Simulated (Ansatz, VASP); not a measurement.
**PtS2 in VASP and in Ansatz**

```xyz
3
Lattice="3.7826 0.0000 0.0000 -1.8913 3.2758 0.0000 0.0000 0.0000 6.2731" Properties=species:S:1:pos:R:3 pbc="T T T"
Pt    0.0000    0.0000    0.0000
S     0.0000    2.1839    1.1170
S     1.8913    1.0919    5.1561
```

Alike in both runs: functional PBE; k mesh 12 × 12 × 6; occupations gaussian, width 0.05 eV; no spin polarisation.

Ansatz relaxed the structure, and its values are those at the end. VASP's run is a single point on that final structure, the one shown.

|  | VASP | Ansatz |
| --- | --- | --- |
| version | VASP 6.6.1 | Ansatz 0.2.0 |
| potentials or method | VASP PAW PBE potentials, release 64 (Pt, S), cutoff 520 eV | scalar-relativistic, plane waves, PAW |
| valence electrons in the cell | 22 | 30 |

```tsv
	VASP	Ansatz	Ansatz less VASP
gap on the k mesh at the Fermi level (eV)	1.07	1.07	+0.001
least direct gap on the mesh (eV)	1.12	1.12	-0.001
pressure (GPa)	-5.9	-5.6	+0.28
rms of the force components (eV/Å)	0.012	0.000	-0.0121
```

VASP's potentials hold 22 valence electrons a cell and Ansatz's 30, so a difference there can come from the potentials and not from the codes. Ansatz's warnings: stress scf threshold loose.

Spin-orbit coupling is off throughout.
